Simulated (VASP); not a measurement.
CoO: single point with PBEsol

Crystal: CoO.

```
Co O
1.0
     0.00000    2.13150    2.11018
     2.13150    0.00000    2.11018
     2.13150    2.13150    0.00000
Co O
1 1
Direct
  0.00000 0.00000 0.00000
  0.50000 0.50000 0.50000
```

This cell differs from its parent crystal: zz strain of -1 %.

```
Program                : VASP 6.6.1
Task                   : single point
Functional             : PBEsol
Potentials or basis    : VASP PAW PBE potentials, release 64 (Co, O)
Cutoff                 : 600 eV
k mesh                 : 16 × 16 × 16
Occupations            : fermi-dirac, width 0.05 eV
Spin                   : collinear spin, ferromagnetic start
Starting moments       : [2.0, 0.0] μB
Dipole correction      : no
Further INCAR settings : ALGO = Normal; EDIFF = 1e-06; NBANDS = 18
```

```
Pressure                                              : -10.0 GPa
Net moment                                            : 2.92 μB per cell
Site moments                                          : Co +2.56; O +0.31 μB
Valence electrons inside the program's atomic spheres : Co 7.82; O 4.95
```

Stress tensor (GPa, compression positive):
```
-10.10   0.00   0.00
  0.00 -10.10   0.00
  0.00   0.00  -9.91
```

Levels at points of the mesh, in eV from the Fermi level:
Spin up:
```
           k point  band 7  band 8  band 9  band 10  band 11  band 12
(0.00, 0.00, 0.00)   -3.18   -3.18   -3.10     0.88    16.60    17.96
(0.50, 0.00, 0.00)   -1.86    0.06    0.13     4.87     9.25    13.16
(0.50, 0.50, 0.00)   -2.40   -2.13   -2.13     5.74     9.76    11.42
(0.50, 0.00, 0.50)   -2.40   -2.12   -2.10     5.74     9.63    11.53
```
Spin down:
| k point | band 3 | band 4 | band 5 | band 6 | band 7 | band 8 | band 9 | band 10 |
| --- | --- | --- | --- | --- | --- | --- | --- | --- |
| (0.00, 0.00, 0.00) | -2.63 | -2.63 | -1.14 | -1.13 | -1.09 | -0.15 | -0.14 | 1.44 |
| (0.50, 0.00, 0.00) | -4.79 | -4.76 | -0.13 | -0.11 | 0.19 | 2.55 | 2.61 | 5.18 |
| (0.50, 0.50, 0.00) | -3.95 | -3.95 | -2.29 | 0.15 | 0.15 | 0.36 | 0.82 | 6.58 |
| (0.50, 0.00, 0.50) | -3.96 | -3.87 | -2.29 | 0.14 | 0.16 | 0.32 | 0.82 | 6.58 |

It took 5.8 min on 1 thread of Intel Xeon 8259CL, with other jobs on the host, peak memory 0.33 GiB.

Caveat: the cell differs from its parent crystal (zz strain of -1 %); the cell stands under tension; the PAW data sets were made with another functional, which shifts forces and pressure a little; a cell with one magnetic atom can't hold antiferromagnetic order, which such compounds often take; semilocal functionals often make such compounds metallic where correlation or magnetic order opens a gap, which also shifts bond lengths.
